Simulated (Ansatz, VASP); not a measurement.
**BaTiO3: VASP beside Ansatz**

```xyz
5
Lattice="4.0060 0.0000 0.0000 0.0000 4.0060 0.0000 0.0000 0.0000 4.0060" Properties=species:S:1:pos:R:3 pbc="T T T"
Ba    2.0013    1.9758    2.0281
Ti    0.0003   -0.0082   -0.0438
O     0.0135    0.0306    1.9756
O     0.0010    1.9788    0.0272
O     2.0135   -0.0262    0.0342
```

Change from the starting cell: atoms moved at random, drawn with an rms of 0.05 Å.

Alike in both runs: task single point; functional PBE; k mesh 7 × 7 × 7; occupations fermi-dirac, width 0.05 eV; no spin polarisation.

|  | VASP | Ansatz |
| --- | --- | --- |
| version | VASP 6.6.1 | Ansatz 0.2.0 |
| potentials or method | VASP PAW PBE potentials, release 64 (Ba_sv, Ti_sv, O), cutoff 520 eV | all-electron LAPW, scalar-relativistic |

Ansatz gave:

| Quantity | Value |
| --- | --- |
| gap on the k mesh at the Fermi level (eV) | 1.86 |
| least direct gap on the mesh (eV) | 1.92 |
| pressure (GPa) | 1.7 |
| traceless stress, the component that is largest in VASP (GPa) | -0.13 |
| rms of the force components (eV/Å) | 0.250 |

Problem. Which values does VASP return?

Solution. gap on the k mesh at the Fermi level (eV): 1.80; least direct gap on the mesh (eV): 1.90; pressure (GPa): 3.4; traceless stress, the component that is largest in VASP (GPa): -0.13; rms of the force components (eV/Å): 0.251.

Atom by atom the forces differ by 0.008 eV/Å (rms over components). Ansatz ran all-electron here, and VASP with PAW potentials.

Spin-orbit coupling is off throughout.
